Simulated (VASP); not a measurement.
Bi: single point with revPBE

Bi:

```xyz
2
Lattice="2.2675 1.3091 3.9380 -2.2675 1.3091 3.9380 0.0000 -2.6183 3.9380" Properties=species:S:1:pos:R:3 pbc="T T T"
Bi    0.0000    0.0000    9.0495
Bi    0.0000    0.0000    2.7645
```

- Program: VASP 6.6.1
- Task: single point
- Functional: revPBE
- Potentials or basis: VASP PAW PBE potentials, release 64 (Bi_d)
- Cutoff: 500 eV
- k mesh: 4 × 4 × 4
- Occupations: fermi-dirac, width 0.05 eV
- Spin: no spin polarisation

```yaml
Pressure: 2.9 GPa
Largest_force: 0.006 eV/Å
```

Forces in eV/Å, atoms in the order of the input:
```
Bi   0.000  0.000  0.006
Bi   0.000  0.000 -0.006
```

Stress tensor (GPa, compression positive):
```
3.08 0.00 0.00
0.00 3.08 0.00
0.00 0.00 2.47
```

Levels at points of the mesh, in eV from the Fermi level:
```
           k point  band 13  band 14  band 15  band 16  band 17  band 18
(0.00, 0.00, 0.00)    -1.25    -0.98    -0.98     2.75     3.22     3.22
(0.50, 0.00, 0.00)    -1.09    -0.95    -0.02     0.00     0.77     1.26
(0.50, 0.50, 0.00)    -4.47    -2.80    -2.68     2.61     5.22     5.70
(0.50, 0.50, 0.50)    -0.67    -0.37    -0.37     0.92     0.92     0.98
```

Wall time 20 s on 1 thread of AMD EPYC 7R43 64-Core Processor (Zen 3), on a shared host, peak memory 0.16 GiB.

Caveat: the k points lie up to 0.42 Å⁻¹ apart; the PAW data sets were made with another functional, which shifts forces and pressure a little; spin-orbit coupling is left out, which moves the levels of the heavy elements.
